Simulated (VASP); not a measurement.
# RbMnF3 (Pm-3m) in VASP: notebook

RbMnF3 is run at these levels: LDA+U; tasks: single point.

Program: VASP 6.6.1. These are calculated values, not measurements. Logs are shortened: lines on timing, memory, paths and dates and some standing lists are left out, and cuts for length are marked.

### Step 1. The cell of the first run

It takes space group Pm-3m (No. 221, cubic). The conventional cell has a = 4.232 Å, b = 4.232 Å, c = 4.232 Å, α = 90.00°, β = 90.00°, γ = 90.00°. Within 3.9 Å of Rb (site symmetry m-3m) lie 12 F at 2.99 Å and 8 Mn at 3.67 Å. Mn (site symmetry m-3m) has 6 F at 2.12 Å within 2.8 Å. Within 2.8 Å of F (site symmetry 4/mmm) lie 2 Mn at 2.12 Å. Within 2.8 Å of F (site symmetry 4/mmm) lie 2 Mn at 2.12 Å.

### Step 2. Single point, LDA+U, collinear spin, ferromagnetic start

Input file INCAR:

```
SYSTEM = RbMnF3
  PREC = Accurate
  ENCUT = 520
  EDIFF = 1E-6
  ISMEAR = -1
  SIGMA = 0.1
  LREAL = .FALSE.
  LASPH = .TRUE.
  NELM = 150
  ALGO = Normal
  ISIF = 2
  LWAVE = .FALSE.
  LCHARG = .FALSE.
  ISPIN = 2
  MAGMOM = 0 0 4 4 0 0 0 0 0 0
  LORBIT = 11
  LMAXMIX = 4
  LDAU = .TRUE.
  LDAUTYPE = 1
  LDAUL = -1 2 -1
  LDAUU = 0 6.9 0
  LDAUJ = 0 0.9 0
  LDAUPRINT = 1
  NBANDS = 58
```

Input file KPOINTS:

```
Automatic mesh
0
Gamma
  2 4 4
  0.5 0.5 0.5
```

Input file POSCAR:

```
RbMnF3
1.0
    8.4649440000      0.0000000000      0.0000000000
    0.0000000000      4.2324720000      0.0000000000
    0.0000000000      0.0000000000      4.2324720000
Rb Mn F
2 2 6
Direct
    0.0000000000      0.0000000000      0.0000000000
    0.5000000000      0.0000000000      0.0000000000
    0.2500000000      0.5000000000      0.5000000000
    0.7500000000      0.5000000000      0.5000000000
    0.2500000000      0.0000000000      0.5000000000
    0.2500000000      0.5000000000      0.0000000000
    0.0000000000      0.5000000000      0.5000000000
    0.7500000000      0.0000000000      0.5000000000
    0.7500000000      0.5000000000      0.0000000000
    0.5000000000      0.5000000000      0.5000000000
```

Potentials or basis: VASP PAW LDA potentials, release 64 (Rb_sv, Mn_pv, F).

Command:

```console
> cat potpaw_LDA.64/Rb_sv/POTCAR potpaw_LDA.64/Mn_pv/POTCAR potpaw_LDA.64/F/POTCAR > POTCAR
> mpirun -np 1 vasp_std > vasp.out
```

OUTCAR:

```text
SYSTEM = RbMnF3
   PREC = Accurate
   ENCUT = 520
   EDIFF = 1E-6
   ISMEAR = -1
   LREAL = .FALSE.
   LASPH = .TRUE.
   NELM = 150
   ISIF = 2
   ISPIN = 2
   LORBIT = 11

 ion  position               nearest neighbor table
   1  0.000  0.000  0.000-   5 2.99   6 2.99   7 2.99   8 2.99   9 2.99   5 2.99   7 2.99   8 2.99
                             6 2.99   7 2.99   9 2.99   7 2.99   3 3.67   4 3.67   4 3.67   4 3.67
   2  0.500  0.000  0.000-   5 2.99   6 2.99   8 2.99   9 2.99  10 2.99   5 2.99   8 2.99  10 2.99
                             6 2.99   9 2.99  10 2.99  10 2.99   3 3.67   4 3.67   4 3.67   4 3.67
   3  0.250  0.500  0.500-   5 2.12   6 2.12   7 2.12  10 2.12   6 2.12   5 2.12   1 3.67   2 3.67
                             1 3.67   1 3.67   2 3.67   2 3.67   1 3.67   2 3.67
   4  0.750  0.500  0.500-   7 2.12   8 2.12   9 2.12  10 2.12   9 2.12   8 2.12   1 3.67   2 3.67
                             1 3.67   1 3.67   2 3.67   2 3.67   1 3.67   2 3.67
   5  0.250  0.000  0.500-   3 2.12   3 2.12   1 2.99   1 2.99   2 2.99   2 2.99
   6  0.250  0.500  0.000-   3 2.12   3 2.12   1 2.99   2 2.99   1 2.99   2 2.99
   7  0.000  0.500  0.500-   3 2.12   4 2.12   1 2.99   1 2.99   1 2.99   1 2.99
   8  0.750  0.000  0.500-   4 2.12   4 2.12   1 2.99   1 2.99   2 2.99   2 2.99
   9  0.750  0.500  0.000-   4 2.12   4 2.12   1 2.99   2 2.99   1 2.99   2 2.99
  10  0.500  0.500  0.500-   3 2.12   4 2.12   2 2.99   2 2.99   2 2.99   2 2.99

  LATTYP: Found a simple tetragonal cell.
 ALAT       =     4.2324720000
 C/A-ratio  =     2.0000000000

  Lattice vectors:

 A1 = (   0.0000000000,   4.2324720000,   0.0000000000)
 A2 = (   0.0000000000,   0.0000000000,   4.2324720000)
 A3 = (   8.4649440000,   0.0000000000,   0.0000000000)

Analysis of symmetry for initial positions (statically):
=====================================================================
 Subroutine PRICEL returns following result:

  LATTYP: Found a simple cubic cell.
 ALAT       =     4.2324720000
[... 12 lines left out ...]
 Subroutine GETGRP returns: Found 16 space group operations
 (whereof 16 operations were pure point group operations)
 out of a pool of 16 trial point group operations.

The static configuration has the point symmetry D_4h.

Analysis of symmetry for dynamics (positions and initial velocities):
=====================================================================
 Subroutine PRICEL returns following result:

  LATTYP: Found a simple cubic cell.
 ALAT       =     4.2324720000
[... 12 lines left out ...]
 Subroutine GETGRP returns: Found 16 space group operations
 (whereof 16 operations were pure point group operations)
 out of a pool of 16 trial point group operations.

The dynamic configuration has the point symmetry D_4h.

Analysis of structural, dynamic, and magnetic symmetry:
=====================================================================
 Subroutine PRICEL returns following result:

  LATTYP: Found a simple cubic cell.
 ALAT       =     4.2324720000
[... 12 lines left out ...]
 Subroutine GETGRP returns: Found 16 space group operations
 (whereof 16 operations were pure point group operations)
 out of a pool of 16 trial point group operations.

The overall configuration has the point symmetry D_4h.

 Subroutine INISYM returns: Found 16 space group operations
 (whereof 16 operations are pure point group operations),
 and found     2 'primitive' translations

----------------------------------------------------------------------------------------

                                     Primitive cell

  volume of cell :      75.8197

  direct lattice vectors                    reciprocal lattice vectors
     4.232472000  0.000000000  0.000000000     0.236268545  0.000000000  0.000000000
     0.000000000  4.232472000  0.000000000     0.000000000  0.236268545  0.000000000
     0.000000000  0.000000000  4.232472000     0.000000000  0.000000000  0.236268545

  length of vectors
     4.232472000  4.232472000  4.232472000     0.236268545  0.236268545  0.236268545

  position of ions in fractional coordinates (direct lattice)
     0.000000000  0.000000000  0.000000000
     0.500000000  0.500000000  0.500000000
     0.500000000  0.000000000  0.500000000
     0.500000000  0.500000000  0.000000000
     0.000000000  0.500000000  0.500000000

  ion indices of the primitive-cell ions
   primitive index   ion index
[... 123 lines left out ...]
  o =  0.0147  v =  0.0000  0.0000  0.0000  0.0000  0.0000  1.0000  0.0000  0.0000  0.0000  0.0000      0.0000  0.0000  0.0000  0.0000  0.0000  0.0000  0.0000  0.0000  0.0000  0.0000
  o =  0.0569  v =  0.0000  0.0000  0.0000  0.0000  0.0000  0.0000  0.0000  0.8660  0.0000  0.5000      0.0000  0.0000  0.0000  0.0000  0.0000  0.0000  0.0000  0.0000  0.0000  0.0000
  o =  0.0569  v =  0.0000  0.0000  0.0000  0.0000  0.0000  0.0000 -0.0000 -0.5000 -0.0000  0.8660      0.0000  0.0000  0.0000  0.0000  0.0000  0.0000  0.0000  0.0000  0.0000  0.0000
  o =  0.9496  v =  0.0000  1.0000  0.0000  0.0000 -0.0000  0.0000  0.0000  0.0000  0.0000  0.0000      0.0000  0.0000  0.0000  0.0000  0.0000  0.0000  0.0000  0.0000  0.0000  0.0000
  o =  0.9496  v =  1.0000  0.0000  0.0000  0.0000  0.0000  0.0000  0.0000  0.0000  0.0000  0.0000      0.0000  0.0000  0.0000  0.0000  0.0000  0.0000  0.0000  0.0000  0.0000  0.0000
  o =  0.9496  v =  0.0000 -0.0000 -0.0000  1.0000 -0.0000  0.0000  0.0000  0.0000  0.0000  0.0000      0.0000  0.0000  0.0000  0.0000  0.0000  0.0000  0.0000  0.0000  0.0000  0.0000
  o =  0.9881  v =  0.0000  0.0000 -0.8660 -0.0000 -0.5000  0.0000  0.0000  0.0000  0.0000  0.0000      0.0000  0.0000  0.0000  0.0000  0.0000  0.0000  0.0000  0.0000  0.0000  0.0000
  o =  0.9881  v =  0.0000  0.0000 -0.5000 -0.0000  0.8660  0.0000  0.0000  0.0000  0.0000  0.0000      0.0000  0.0000  0.0000  0.0000  0.0000  0.0000  0.0000  0.0000  0.0000  0.0000

atom =   4  type =  2  l = 2

 onsite density matrix

spin component  1

  0.9496  0.0000 -0.0000 -0.0000 -0.0000
  0.0000  0.9496 -0.0000 -0.0000 -0.0000
 -0.0000 -0.0000  0.9881  0.0000 -0.0000
 -0.0000 -0.0000  0.0000  0.9496  0.0000
 -0.0000 -0.0000 -0.0000  0.0000  0.9881

spin component  2

  0.0147 -0.0000 -0.0000 -0.0000  0.0000
 -0.0000  0.0147  0.0000  0.0000  0.0000
 -0.0000  0.0000  0.0569  0.0000 -0.0000
 -0.0000  0.0000  0.0000  0.0147 -0.0000
  0.0000  0.0000 -0.0000 -0.0000  0.0569

 occupancies and eigenvectors

  o =  0.0147  v =  0.0000  0.0000  0.0000  0.0000  0.0000  0.0000  1.0000 -0.0000  0.0000 -0.0000      0.0000  0.0000  0.0000  0.0000  0.0000  0.0000  0.0000  0.0000  0.0000  0.0000
  o =  0.0147  v =  0.0000  0.0000  0.0000  0.0000  0.0000  0.0000  0.0000 -0.0000 -1.0000 -0.0000      0.0000  0.0000  0.0000  0.0000  0.0000  0.0000  0.0000  0.0000  0.0000  0.0000
  o =  0.0147  v =  0.0000  0.0000  0.0000  0.0000  0.0000  1.0000  0.0000  0.0000  0.0000  0.0000      0.0000  0.0000  0.0000  0.0000  0.0000  0.0000  0.0000  0.0000  0.0000  0.0000
  o =  0.0569  v =  0.0000  0.0000  0.0000  0.0000  0.0000  0.0000  0.0000  0.8660 -0.0000  0.5000      0.0000  0.0000  0.0000  0.0000  0.0000  0.0000  0.0000  0.0000  0.0000  0.0000
  o =  0.0569  v =  0.0000  0.0000  0.0000  0.0000  0.0000  0.0000 -0.0000  0.5000 -0.0000 -0.8660      0.0000  0.0000  0.0000  0.0000  0.0000  0.0000  0.0000  0.0000  0.0000  0.0000
  o =  0.9496  v =  0.0000  1.0000  0.0000  0.0000  0.0000  0.0000  0.0000  0.0000  0.0000  0.0000      0.0000  0.0000  0.0000  0.0000  0.0000  0.0000  0.0000  0.0000  0.0000  0.0000
  o =  0.9496  v =  1.0000  0.0000  0.0000  0.0000  0.0000  0.0000  0.0000  0.0000  0.0000  0.0000      0.0000  0.0000  0.0000  0.0000  0.0000  0.0000  0.0000  0.0000  0.0000  0.0000
  o =  0.9496  v =  0.0000 -0.0000 -0.0000  1.0000  0.0000  0.0000  0.0000  0.0000  0.0000  0.0000      0.0000  0.0000  0.0000  0.0000  0.0000  0.0000  0.0000  0.0000  0.0000  0.0000
  o =  0.9881  v =  0.0000  0.0000 -0.8660 -0.0000 -0.5000  0.0000  0.0000  0.0000  0.0000  0.0000      0.0000  0.0000  0.0000  0.0000  0.0000  0.0000  0.0000  0.0000  0.0000  0.0000
  o =  0.9881  v =  0.0000 -0.0000  0.5000  0.0000 -0.8660  0.0000  0.0000  0.0000  0.0000  0.0000      0.0000  0.0000  0.0000  0.0000  0.0000  0.0000  0.0000  0.0000  0.0000  0.0000

 number of electron      85.9999941 magnetization       9.9993740

 Free energy of the ion-electron system (eV)
  ---------------------------------------------------
  ext. energy  EPLUGINS =         0.00000000
  ---------------------------------------------------
  free energy    TOTEN  =       -58.19891284 eV

  energy without entropy =      -58.19891284  energy(sigma->0) =      -58.19891284

 E-fermi :   2.7624     XC(G=0): -10.2550

 val. band max:        0.5796137073   @ k =   0.2500   0.3750   0.1250
 cond. band min:       4.8082360327   @ k =   0.2500   0.1250   0.1250
 fundamental gap:      4.2286223255
 Fermi energy:         2.7623789622

 spin component 1

 k-point     1 :       0.2500    0.1250    0.1250
  band No.  band energies     occupation
      1     -47.0536      1.00000
      2     -47.0520      1.00000
      3     -47.0520      1.00000
      4     -47.0520      1.00000
      5     -47.0520      1.00000
      6     -47.0520      1.00000
[... 163 lines left out ...]
     54       9.1459      0.00000
     55       9.6202      0.00000
 Fermi energy:         2.7623789622

 spin component 2

 k-point     1 :       0.2500    0.1250    0.1250
  band No.  band energies     occupation
      1     -42.4166      1.00000
      2     -42.4136      1.00000
      3     -42.4136      1.00000
      4     -42.4136      1.00000
      5     -42.4136      1.00000
      6     -42.4136      1.00000
[... 163 lines left out ...]
     54       9.5853      0.00000
     55       9.8353      0.00000
 [bands above 55 left out]

------------------------ aborting loop because EDIFF is reached ----------------------------------------

  FORCE on cell =-STRESS in cart. coord.  units (eV):
  Direction    XX          YY          ZZ          XY          YZ          ZX
  --------------------------------------------------------------------------------------
  -------------------------------------------------------------------------------------
  Total       -3.5264339     -3.5264028     -3.5264028      0.0000000      0.0000000     -0.0000000
  in kB      -37.2592456    -37.2589171    -37.2589171      0.0000000      0.0000000     -0.0000000
  external PRESSURE =     -37.2590266 kB  Pullay stress =       0.0000000 kB

 VOLUME and BASIS-vectors are now :
 -----------------------------------------------------------------------------
  energy-cutoff  :      520.00
  volume of cell :      151.64
      direct lattice vectors                 reciprocal lattice vectors
     8.464944000  0.000000000  0.000000000     0.118134272  0.000000000  0.000000000
     0.000000000  4.232472000  0.000000000     0.000000000  0.236268545  0.000000000
     0.000000000  0.000000000  4.232472000     0.000000000  0.000000000  0.236268545

 POSITION                                       TOTAL-FORCE (eV/Angst)
 -----------------------------------------------------------------------------------
      0.00000      0.00000      0.00000         0.000000      0.000000      0.000000
      4.23247      0.00000      0.00000         0.000000      0.000000      0.000000
      2.11624      2.11624      2.11624         0.000000      0.000000      0.000000
      6.34871      2.11624      2.11624        -0.000000      0.000000      0.000000
      2.11624      0.00000      2.11624        -0.000000      0.000000     -0.000000
      2.11624      2.11624      0.00000         0.000000     -0.000000      0.000000
      0.00000      2.11624      2.11624         0.000000      0.000000      0.000000
      6.34871      0.00000      2.11624        -0.000000      0.000000     -0.000000
      6.34871      2.11624      0.00000        -0.000000     -0.000000      0.000000
      4.23247      2.11624      2.11624         0.000000      0.000000      0.000000
 -----------------------------------------------------------------------------------
    total drift:                                0.000000      0.000000      0.000000

  FREE ENERGIE OF THE ION-ELECTRON SYSTEM (eV)
  ---------------------------------------------------
  free  energy   TOTEN  =       -58.1989128377 eV

  energy  without entropy=      -58.1989128361  energy(sigma->0) =      -58.19891284

 total charge

# of ion       s       p       d       tot
------------------------------------------
    1        1.936   5.341   0.023   7.300
    2        1.936   5.341   0.023   7.300
    3        0.178   6.161   4.963  11.302
    4        0.178   6.161   4.963  11.302
    5        1.723   4.344   0.000   6.067
    6        1.723   4.344   0.000   6.067
    7        1.723   4.344   0.000   6.067
    8        1.723   4.344   0.000   6.067
    9        1.723   4.344   0.000   6.067
   10        1.723   4.344   0.000   6.067
--------------------------------------------------
tot         14.566  49.065   9.973  73.604

 magnetization (x)

# of ion       s       p       d       tot
------------------------------------------
    1       -0.000  -0.000  -0.000  -0.000
    2       -0.000  -0.000  -0.000  -0.000
    3        0.021   0.019   4.656   4.696
    4        0.021   0.019   4.656   4.696
    5        0.004   0.032   0.000   0.036
    6        0.004   0.032   0.000   0.036
    7        0.004   0.032   0.000   0.036
    8        0.004   0.032   0.000   0.036
    9        0.004   0.032   0.000   0.036
   10        0.004   0.032   0.000   0.036
--------------------------------------------------
tot          0.065   0.230   9.313   9.608
```

Run time: 1.8 min. Hardware: 1 thread of Intel Xeon 8259CL, shared host; peak memory 0.23 GiB.

What came out:

```
Free energy                                           : -58.1989 eV
Pressure                                              : -3.7 GPa
Band gap on the k mesh                                : 4.23 eV
Net moment                                            : 10.00 μB per cell
Site moments                                          : Rb -0.00; Mn +4.70; F +0.04 μB
Valence electrons inside the program's atomic spheres : Rb 7.30; Mn 11.30; F 6.07
```

Eigenvalues of the final occupation matrices:
```csv
site,spin,trace,eigenvalues
site 3 d,1,4.83,0.95 0.95 0.95 0.99 0.99
site 3 d,2,0.16,0.01 0.01 0.01 0.06 0.06
site 4 d,1,4.83,0.95 0.95 0.95 0.99 0.99
site 4 d,2,0.16,0.01 0.01 0.01 0.06 0.06
```

Caveat: the cell stands under tension; a shifted mesh leaves out Γ, where band edges can lie; the run started ferromagnetic, and an antiferromagnetic order may lie lower in energy. The state reached can hang on the start; a lower one may exist.

### Step 3. Single point, LDA+U, collinear spin, antiferromagnetic start

Input file INCAR:

```
  PREC = Accurate
  ENCUT = 520
  EDIFF = 1E-7
  ISMEAR = -1
  SIGMA = 0.1
  LREAL = F
  LASPH = T
  NELM = 150
  ALGO = Normal
  ISIF = 2
  LWAVE = F
  LCHARG = T
  ISPIN = 2
  MAGMOM = 0 0 4 -4 0 0 0 0 0 0
  LORBIT = 11
  LMAXMIX = 4
  LDAU = T
  LDAUTYPE = 1
  LDAUL = -1 2 -1
  LDAUU = 0 6.9 0
  LDAUJ = 0 0.9 0
  LDAUPRINT = 1
  LELF = T
  LVHAR = T
  NBANDS = 58
```

KPOINTS is that of step 2.

POSCAR is that of step 2.

Potentials or basis: VASP PAW LDA potentials, release 64 (Rb_sv, Mn_pv, F).

Command:

```console
> cat potpaw_LDA.64/Rb_sv/POTCAR potpaw_LDA.64/Mn_pv/POTCAR potpaw_LDA.64/F/POTCAR > POTCAR
> mpirun -np 1 vasp_std > vasp.out
```

It took 2.1 min on 1 thread of Intel Xeon 8259CL, shared host; peak memory 0.23 GiB.

Results (log left out):

```
Free energy                                           : -58.2120 eV
Pressure                                              : -3.8 GPa
Band gap on the k mesh                                : 4.45 eV
Net moment                                            : 0.00 μB per cell
Site moments                                          : Rb +0.00; Mn +4.69, -4.69; F +0.04, +0.00, -0.04 (each value once) μB
Valence electrons inside the program's atomic spheres : Rb 7.30; Mn 11.30; F 6.07
```

Levels at points of the mesh, in eV from the valence-band top:
Spin up:
```tsv
k point	band 40	band 41	band 42	band 43	band 44	band 45	band 46	band 47
(0.25, 0.12, 0.12)	-2.14	-2.08	-1.86	-1.25	4.45	5.91	5.99	6.11
```
Spin down:
```
           k point  band 40  band 41  band 42  band 43  band 44  band 45  band 46  band 47
(0.25, 0.12, 0.12)    -2.14    -2.08    -1.86    -1.25     4.45     5.91     5.99     6.11
```

Eigenvalues of the final occupation matrices:
| site | spin | trace | eigenvalues |
| --- | --- | --- | --- |
| site 3 d | 1 | 4.82 | 0.95 0.95 0.95 0.99 0.99 |
| site 3 d | 2 | 0.16 | 0.01 0.01 0.01 0.06 0.06 |
| site 4 d | 1 | 0.16 | 0.01 0.01 0.01 0.06 0.06 |
| site 4 d | 2 | 4.82 | 0.95 0.95 0.95 0.99 0.99 |

Caveat: the cell stands under tension; a shifted mesh leaves out Γ, where band edges can lie. A k mesh can miss the band edges.
